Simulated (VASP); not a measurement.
# Al2Ga3Sb3 (R-3m) in VASP: a series of runs

Runs on Al2Ga3Sb3. Level: PBE. Tasks: single point, relaxation of cell and atoms.

Program: VASP 6.6.1. These are calculated values, not measurements. Logs are shortened: lines on timing, memory, paths and dates and some standing lists are left out, and cuts for length are marked.

### 1 The cell of the first run

It takes space group R-3m (No. 166, trigonal). Conventional cell: a = 6.081 Å, b = 6.081 Å, c = 20.761 Å, α = 90.00°, β = 90.00°, γ = 120.00°. Al (site symmetry 3m) has 1 Al at 2.41 Å and 3 Sb at 2.86 Å and 6 Ga at 3.27 Å within 3.3 Å. Within 4.0 Å of Ga (site symmetry 2/m) lie 4 Ga at 3.04 Å and 4 Al at 3.27 Å and 4 Sb at 3.88 Å. Within 3.9 Å of Sb (site symmetry 2/m) lie 2 Al at 2.86 Å and 4 Sb at 3.04 Å and 4 Ga at 3.88 Å.

The cell was built from a structure type or drawn by symmetry, and may not be a known phase.

### 2 Single point, PBE

File INCAR:

```
PREC = Accurate ; ENCUT = 520
EDIFF = 1E-7 ; ISMEAR = 0
SIGMA = 0.2 ; LREAL = F
LASPH = T ; NELM = 60
ALGO = Normal ; ISIF = 2
LWAVE = F ; LCHARG = F
GGA = PE ; NBANDS = 40
```

File KPOINTS:

```
Automatic mesh
0
Gamma
  3 3 3
```

File POSCAR:

```
Al2Ga3Sb3
1.0
    3.0405509216      1.7554628931      6.9202299474
   -3.0405509216      1.7554628931      6.9202299474
    0.0000000000     -3.5109257862      6.9202299474
Al Ga Sb
2 3 3
Direct
    0.0580338943      0.0580338943      0.0580338943
    0.9419661057      0.9419661057      0.9419661057
    0.5000000000      0.5000000000      0.0000000000
    0.0000000000      0.5000000000      0.5000000000
    0.5000000000      0.0000000000      0.5000000000
    0.0000000000      0.0000000000      0.5000000000
    0.5000000000      0.0000000000      0.0000000000
    0.0000000000      0.5000000000      0.0000000000
```

Potentials or basis: VASP PAW PBE potentials, release 64 (Al, Ga_d, Sb).

Started as:

```sh
cat potpaw_PBE.64/Al/POTCAR potpaw_PBE.64/Ga_d/POTCAR potpaw_PBE.64/Sb/POTCAR > POTCAR
mpirun -np 1 vasp_std > vasp.out
```

OUTCAR:

```text
PREC = Accurate
   ENCUT = 520
   EDIFF = 1E-7
   ISMEAR = 0
   LREAL = F
   LASPH = T
   NELM = 60
   ISIF = 2
   GGA = PE

 ion  position               nearest neighbor table
   1  0.058  0.058  0.058-   2 2.41   7 2.86   8 2.86   6 2.86
   2  0.942  0.942  0.942-   1 2.41   7 2.86   8 2.86   6 2.86
   3  0.500  0.500  0.000-
   4  0.000  0.500  0.500-
   5  0.500  0.000  0.500-
   6  0.000  0.000  0.500-   1 2.86   2 2.86   7 3.04   8 3.04   8 3.04   7 3.04
   7  0.500  0.000  0.000-   1 2.86   2 2.86   8 3.04   8 3.04   6 3.04   6 3.04
   8  0.000  0.500  0.000-   1 2.86   2 2.86   7 3.04   7 3.04   6 3.04   6 3.04

  LATTYP: Found a trigonal (rhomboedric) cell.
 ALAT       =     7.7599086593
 COS(alpha) =     0.6929413477

  Lattice vectors:

 A1 = (   3.0405509216,   1.7554628931,   6.9202299474)
 A2 = (  -3.0405509216,   1.7554628931,   6.9202299474)
 A3 = (   0.0000000000,  -3.5109257862,   6.9202299474)

Analysis of symmetry for initial positions (statically):
=====================================================================
 Subroutine PRICEL returns:
 Original cell was already a primitive cell.

 Routine SETGRP: Setting up the symmetry group for a
 trigonal (rhombohedral) supercell.

 Subroutine GETGRP returns: Found 12 space group operations
 (whereof 12 operations were pure point group operations)
 out of a pool of 12 trial point group operations.

The static configuration has the point symmetry D_3d.

Analysis of symmetry for dynamics (positions and initial velocities):
=====================================================================
 Subroutine PRICEL returns:
 Original cell was already a primitive cell.

 Routine SETGRP: Setting up the symmetry group for a
 trigonal (rhombohedral) supercell.

 Subroutine GETGRP returns: Found 12 space group operations
 (whereof 12 operations were pure point group operations)
 out of a pool of 12 trial point group operations.

The dynamic configuration has the point symmetry D_3d.

 Subroutine INISYM returns: Found 12 space group operations
 (whereof 12 operations are pure point group operations),
 and found     1 'primitive' translations

----------------------------------------------------------------------------------------

                                     Primitive cell

  volume of cell :     221.6234

  direct lattice vectors                    reciprocal lattice vectors
     3.040550922  1.755462893  6.920229947     0.164443883  0.094941720  0.048167956
    -3.040550922  1.755462893  6.920229947    -0.164443883  0.094941720  0.048167956
     0.000000000 -3.510925786  6.920229947     0.000000000 -0.189883440  0.048167956

  length of vectors
     7.759908659  7.759908659  7.759908659     0.195897608  0.195897608  0.195897608

  position of ions in fractional coordinates (direct lattice)
     0.058033894  0.058033894  0.058033894
     0.941966106  0.941966106  0.941966106
     0.500000000  0.500000000  1.000000000
     1.000000000  0.500000000  0.500000000
     0.500000000  1.000000000  0.500000000
     1.000000000  1.000000000  0.500000000
     0.500000000  1.000000000  1.000000000
     1.000000000  0.500000000  1.000000000

  ion indices of the primitive-cell ions
   primitive index   ion index
                 1           1
                 2           2
                 3           3
                 4           4
                 5           5
                 6           6
                 7           7
                 8           8

----------------------------------------------------------------------------------------

 KPOINTS: Automatic mesh

Automatic generation of k-mesh.
 Grid dimensions read from file:
 generate k-points for:    3    3    3

 Generating k-lattice:

  Cartesian coordinates                     Fractional coordinates (reciprocal lattice)
     0.054814628  0.031647240  0.016055985     0.333333333 -0.000000000 -0.000000000
    -0.054814628  0.031647240  0.016055985    -0.000000000  0.333333333 -0.000000000
     0.000000000 -0.063294480  0.016055985    -0.000000000 -0.000000000  0.333333333

  Length of vectors
     0.065299203  0.065299203  0.065299203

  Shift w.r.t. Gamma in fractional coordinates (k-lattice)
     0.000000000  0.000000000  0.000000000

 Subroutine IBZKPT returns following result:
 ===========================================

 Found      6 irreducible k-points:

 Following reciprocal coordinates:
            Coordinates               Weight
  0.000000  0.000000  0.000000      1.000000
  0.333333  0.000000  0.000000      6.000000
  0.333333  0.333333  0.000000      6.000000
 -0.333333  0.333333  0.000000      6.000000
  0.333333  0.333333  0.333333      2.000000
 -0.333333  0.333333  0.333333      6.000000
   k-points           NKPTS =      6   k-points in BZ     NKDIM =      6   number of bands    NBANDS=     40
   number of dos      NEDOS =    301   number of ions     NIONS =      8
   total plane-waves  NPLWV = 216000
   dimension x,y,z NGX =    60 NGY =   60 NGZ =   60
   dimension x,y,z NGXF=   120 NGYF=  120 NGZF=  120
   ions per type =               2   3   3
   NGX,Y,Z   is equivalent  to a cutoff of  12.85, 12.85, 12.85 a.u.
   NGXF,Y,Z  is equivalent  to a cutoff of  25.71, 25.71, 25.71 a.u.
 SYSTEM =  unknown system
   PREC   = accura    normal or accurate (medium, high low for compatibility)
   ISTART =      0    job   : 0-new  1-cont  2-samecut
   ICHARG =      2    charge: 1-file 2-atom 10-const
   ISPIN  =      1    spin polarized calculation?
   LNONCOLLINEAR =      F non collinear calculations
   LSORBIT =      F    spin-orbit coupling
   LASPH  =      T    aspherical Exc in radial PAW
   ENCUT  =  520.0 eV  38.22 Ry    6.18 a.u.  14.43 14.43 14.43*2*pi/ulx,y,z
   NELM   =     60;   NELMIN=  2; NELMDL= -5     # of ELM steps
   EDIFF  = 0.1E-06   stopping-criterion for ELM
   LREAL  =      F    real-space projection
   EDIFFG = 0.1E-05   stopping-criterion for IOM
   NSW    =      0    number of steps for IOM
   IBRION =     -1    ionic relax: 0-MD 1-quasi-New 2-CG
   NFREE  =      0    steps in history (QN), initial steepest desc. (CG)
   ISIF   =      2    stress and relaxation
   ISYM   =      2    0-nonsym 1-usesym 2-fastsym
   POTIM  = 0.5000    time-step for ionic-motion
   TEBEG  =    0.0;   TEEND  =   0.0 temperature during run
   PSTRESS=    0.0 pullay stress
   NELECT =      60.0000    total number of electrons
   NUPDOWN=      -1.0000    fix difference up-down
   EMIN   =  10.00;   EMAX   =-10.00  energy-range for DOS
   EFERMI =   0.00;   METHOD = LEGACY
   ISMEAR =     0;   SIGMA  =   0.20  broadening in eV -4-tet -1-fermi 0-gaus
   EFERMI_NEDOS =   21; number of points for ismear=-14 and -15
   IALGO  =     38    algorithm
   IMIX   =      4    mixing-type and parameters
     AMIX     =   0.40;   BMIX     =  1.00
     AMIX_MAG =   1.60;   BMIX_MAG =  1.00
  volume/ion in A,a.u.               =      27.70       186.95
  Fermi-wavevector in a.u.,A,eV,Ry     =   1.059059  2.001331 15.260365  1.121605
  Thomas-Fermi vector in A             =   2.194390
   LORBIT       =      0    0 simple, 1 ext, 2 COOP (PROOUT), +10 PAW based schemes
   GGA     = PE    functional components
   LHFCALC =     F    Hartree Fock is set to
   AEXX    =    0.0000 exact exchange contribution
   IVDW    =     0    specifies the selected vdW correction
   LEPSILON=     F    determine dielectric tensor
   LRPA    =     F    only Hartree local field effects (RPA)
 non-spin polarized calculation
 Gauss-broadening in eV      SIGMA  =   0.20
  energy-cutoff  :      520.00
  volume of cell :      221.62
 maximum number of plane-waves:      6025
 NGX is ok and might be reduce to    60
   NGX = 29   NGY = 29   NGZ = 29

 number of electron      60.0000004 magnetization

 Free energy of the ion-electron system (eV)
  ---------------------------------------------------
  ext. energy  EPLUGINS =         0.00000000
  ---------------------------------------------------
  free energy    TOTEN  =       -26.37964028 eV

  energy without entropy =      -26.31271462  energy(sigma->0) =      -26.34617745

 E-fermi :   4.8853     XC(G=0):  -9.1003

 val. band max:        4.7709757908   @ k =  -0.3333   0.3333   0.0000
 cond. band min:       4.9836811320   @ k =   0.3333   0.3333   0.3333
 fundamental gap:      0.2127053412
 Fermi energy:         4.8852912948

 k-point     1 :       0.0000    0.0000    0.0000
  band No.  band energies     occupation
      1      -9.8600      2.00000
      2      -9.8094      2.00000
      3      -9.8094      2.00000
      4      -9.8090      2.00000
      5      -9.7777      2.00000
      6      -9.7777      2.00000
[... 32 lines left out ...]
     39       8.5821      0.00000
     40       8.9131      0.00000

 k-point     2 :       0.3333    0.0000    0.0000
  band No.  band energies     occupation
      1      -9.8350      2.00000
      2      -9.7948      2.00000
      3      -9.7918      2.00000
      4      -9.7739      2.00000
      5      -9.7725      2.00000
      6      -9.7642      2.00000
[... 32 lines left out ...]
     39       8.4711      0.00000
     40       8.4988      0.00000

 k-point     3 :       0.3333    0.3333    0.0000
  band No.  band energies     occupation
      1      -9.8350      2.00000
      2      -9.7946      2.00000
      3      -9.7918      2.00000
      4      -9.7739      2.00000
      5      -9.7726      2.00000
      6      -9.7641      2.00000
[... 32 lines left out ...]
     39       8.5711      0.00000
     40       8.6951      0.00000

 k-point     4 :      -0.3333    0.3333    0.0000
  band No.  band energies     occupation
      1      -9.7993      2.00000
      2      -9.7992      2.00000
      3      -9.7713      2.00000
      4      -9.7711      2.00000
      5      -9.7711      2.00000
      6      -9.7526      2.00000
[... 32 lines left out ...]
     39       8.5540      0.00000
     40       8.8529      0.00000

 k-point     5 :       0.3333    0.3333    0.3333
  band No.  band energies     occupation
      1      -9.8595      2.00000
      2      -9.8094      2.00000
      3      -9.8094      2.00000
      4      -9.8089      2.00000
      5      -9.7775      2.00000
      6      -9.7775      2.00000
[... 32 lines left out ...]
     39       9.2120      0.00000
     40       9.6163      0.00000

 k-point     6 :      -0.3333    0.3333    0.3333
  band No.  band energies     occupation
      1      -9.8348      2.00000
      2      -9.7946      2.00000
      3      -9.7918      2.00000
      4      -9.7740      2.00000
      5      -9.7723      2.00000
      6      -9.7640      2.00000
[... 32 lines left out ...]
     39       8.1647      0.00000
     40       9.3065      0.00000

------------------------ aborting loop because EDIFF is reached ----------------------------------------

  FORCE on cell =-STRESS in cart. coord.  units (eV):
  Direction    XX          YY          ZZ          XY          YZ          ZX
  --------------------------------------------------------------------------------------
  -------------------------------------------------------------------------------------
  Total        0.0435150      0.0435150      0.1792106      0.0000000     -0.0000000      0.0000000
  in kB        0.3145816      0.3145816      1.2955631      0.0000000     -0.0000000      0.0000000
  external PRESSURE =       0.6415755 kB  Pullay stress =       0.0000000 kB

 VOLUME and BASIS-vectors are now :
 -----------------------------------------------------------------------------
  energy-cutoff  :      520.00
  volume of cell :      221.62
      direct lattice vectors                 reciprocal lattice vectors
     3.040550922  1.755462893  6.920229947     0.164443883  0.094941720  0.048167956
    -3.040550922  1.755462893  6.920229947    -0.164443883  0.094941720  0.048167956
     0.000000000 -3.510925786  6.920229947     0.000000000 -0.189883440  0.048167956

 POSITION                                       TOTAL-FORCE (eV/Angst)
 -----------------------------------------------------------------------------------
      0.00000      0.00000      1.20482         0.000000      0.000000     -0.011441
      0.00000      0.00000     19.55587         0.000000     -0.000000      0.011441
      0.00000      1.75546      6.92023         0.000000     -0.000000     -0.000000
     -1.52028     -0.87773      6.92023         0.000000     -0.000000     -0.000000
      1.52028     -0.87773      6.92023        -0.000000     -0.000000     -0.000000
      0.00000     -1.75546      3.46011         0.000000     -0.000000     -0.000000
      1.52028      0.87773      3.46011         0.000000     -0.000000     -0.000000
     -1.52028      0.87773      3.46011         0.000000     -0.000000      0.000000
 -----------------------------------------------------------------------------------
    total drift:                               -0.000000      0.000000      0.000000

  FREE ENERGIE OF THE ION-ELECTRON SYSTEM (eV)
  ---------------------------------------------------
  free  energy   TOTEN  =       -26.3796402762 eV

  energy  without entropy=      -26.3127146152  energy(sigma->0) =      -26.34617745
```

It took 2.5 min on 1 thread of Intel Xeon Platinum 8259CL at 2.50GHz (Skylake/Cascade Lake), shared host; peak memory 0.46 GiB.

What came out:

```
Free energy            : -26.3796 eV
Pressure               : 0.1 GPa
Largest force          : 0.011 eV/Å
Band gap on the k mesh : zero (bands 30 and 31 overlap by 1.41 eV)
```

Forces on the atoms (eV/Å):
```
Al   0.000  0.000 -0.011
Al   0.000  0.000  0.011
Ga   0.000  0.000  0.000
Ga   0.000  0.000  0.000
Ga   0.000  0.000  0.000
Sb   0.000  0.000  0.000
Sb   0.000  0.000  0.000
Sb   0.000  0.000  0.000
```

Stress tensor (GPa, compression positive):
```
0.03 0.00 0.00
0.00 0.03 0.00
0.00 0.00 0.13
```

Caveat: the k points lie up to 0.41 Å⁻¹ apart, too coarse for converged energies and pressures of a metal; spin-orbit coupling is left out, which moves the levels of the heavy elements.

(Continued in part 2 of 2.)
